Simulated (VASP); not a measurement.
A run of VASP 6.6.1:

File INCAR:

```
SYSTEM = AlN
PREC = Accurate ; ENCUT = 520
EDIFF = 1E-6 ; ISMEAR = -1
SIGMA = 0.05 ; LREAL = .False.
LASPH = .True. ; NELM = 100
ALGO = Normal ; ISIF = 2
LWAVE = .False. ; LCHARG = .False.
GGA = PS ; NBANDS = 11
```

File KPOINTS:

```
regular mesh
0
Gamma
  9 9 9
  0 0 0
```

POSCAR

```
AlN
1.0
    0.0000000000      2.1888610000      2.1888610000
    2.1888610000      0.0000000000      2.1888610000
    2.1888610000      2.1888610000      0.0000000000
Al N
1 1
Direct
    0.0000000000      0.0000000000      0.0000000000
    0.2500000000      0.2500000000      0.2500000000
```

Potentials or basis: VASP PAW PBE potentials, release 64 (Al, N).

Run with:

```bash
$ cat potpaw_PBE.64/Al/POTCAR potpaw_PBE.64/N/POTCAR > POTCAR
$ mpirun -np 1 vasp_std > vasp.out
```

Hardware: 1 thread of Intel Xeon 6975P-C, on a shared host.

Estimate the wall time of this run.

Run time: 4.5 s on 1 thread of Intel Xeon 6975P-C, with other jobs on the host, peak memory 0.13 GiB. Counts: scf iterations 12, k points 35.
